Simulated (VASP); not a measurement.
A run of VASP 6.6.1:

File POSCAR:

```
ZnSe
1.0
    0.0000000000      2.8324206823      2.8324206823
    2.8324206823      0.0000000000      2.8324206823
    2.8324206823      2.8324206823      0.0000000000
Zn Se
1 1
Direct
    0.0000000000      0.0000000000      0.0000000000
    0.2500000000      0.2500000000      0.2500000000
```

Contents of INCAR.step1:

```
PREC = Accurate
ENCUT = 520
EDIFF = 1E-5
ISMEAR = 0
SIGMA = 0.01
LREAL = F
LASPH = T
NELM = 150
ALGO = Normal
ISIF = 2
LWAVE = T
LCHARG = F
LNONCOLLINEAR = T
MAGMOM = 0 0 0 0 0 0
LORBIT = 11
LSORBIT = T
GGA_COMPAT = F
LORBMOM = T
NBANDS = 30
GGA = PE
```

INCAR.step2

```
PREC = Accurate
ENCUT = 520
EDIFF = 1E-6
ISMEAR = 0
SIGMA = 0.01
LREAL = F
LASPH = T
NELM = 150
ALGO = Normal
ISIF = 2
LWAVE = F
LCHARG = F
LNONCOLLINEAR = T
MAGMOM = 0 0 0 0 0 0
LORBIT = 11
LSORBIT = T
GGA_COMPAT = F
LORBMOM = T
GGA = PE
LHFCALC = T
HFSCREEN = 0.2079
PRECFOCK = Normal
NBANDS = 30
ISTART = 1
```

The input KPOINTS:

```
Automatic mesh
0
Gamma
  4 4 4
```

Potentials or basis: VASP PAW PBE potentials, release 64 (Zn, Se).

The run is started by

```console
$ cat potpaw_PBE.64/Zn/POTCAR potpaw_PBE.64/Se/POTCAR > POTCAR
$ cp INCAR.step1 INCAR
$ mpirun -np 1 vasp_ncl > vasp.out
$ cp INCAR.step2 INCAR
$ mpirun -np 1 vasp_ncl > vasp.out
```

Hardware: 1 thread of AMD EPYC 7R13 Processor (Zen 3), with other jobs on the host.

Q: How long does it take, and how much memory?

A: Run time: 38 min on 1 thread of AMD EPYC 7R13 Processor (Zen 3) (shared host), peak memory 0.37 GiB. Counts: k points 10.
